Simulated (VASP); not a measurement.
Runs of VASP 6.6.1 on Pb. The structure is that of space group P6_3/mmc (No. 194), or close to it. The cells are those of the table. This isn't the form of Pb at room conditions, which is fcc.

| level | potentials or basis | spin | cell | k mesh | smearing | gap on the mesh (eV) | pressure (GPa) |
| --- | --- | --- | --- | --- | --- | --- | --- |
| r2SCAN | VASP PAW PBE potentials, release 64 (Pb_d) | off | a = 3.548, b = 3.548, c = 11.571 Å, angles 90.0, 90.0, 120.0°, 4 atoms | 9 × 9 × 3 | fermi-dirac 0.05 eV | none | (a) |
| r2SCAN | VASP PAW PBE potentials, release 64 (Pb_d) | off | a = 3.571, b = 3.571, c = 11.647 Å, angles 90.0, 90.0, 120.0°, 4 atoms | 9 × 9 × 3 | fermi-dirac 0.05 eV | none | -1.5 |
| r2SCAN | VASP PAW PBE potentials, release 64 (Pb_d) | off | a = 3.524, b = 3.524, c = 11.495 Å, angles 90.0, 90.0, 120.0°, 4 atoms | 9 × 9 × 3 | fermi-dirac 0.05 eV | none | 0.1 |
| r2SCAN | VASP PAW PBE potentials, release 64 (Pb_d) | off | a = 3.501, b = 3.501, c = 11.418 Å, angles 90.0, 90.0, 120.0°, 4 atoms | 9 × 9 × 3 | fermi-dirac 0.05 eV | none | 1.1 |
| r2SCAN | VASP PAW PBE potentials, release 64 (Pb_d) | off | a = 3.593, b = 3.593, c = 11.721 Å, angles 90.0, 90.0, 120.0°, 4 atoms | 9 × 9 × 3 | fermi-dirac 0.05 eV | none | -2.2 |
| LDA | VASP PAW LDA potentials, release 64 (Pb_d) | non-collinear, zero start, SOC | a = 3.524, b = 3.524, c = 11.495 Å, angles 90.0, 90.0, 120.0°, 4 atoms | 7 × 7 × 2 | methfessel-paxton 0.025 eV | - | (b) |

Alike in all rows: task single point; cutoff (eV) 520.

Fill in the values left out.

(a) -0.8; (b) -2.3.

Caveats: the PAW data sets were made with another functional, which shifts forces and pressure a little (at least some runs); spin-orbit coupling is left out, which moves the levels of the heavy elements (at least some runs).

A k mesh can miss the band edges, and rows without SOC leave out spin-orbit coupling on Pb.

A gap of «none» marks levels without a gap at the run's occupations.
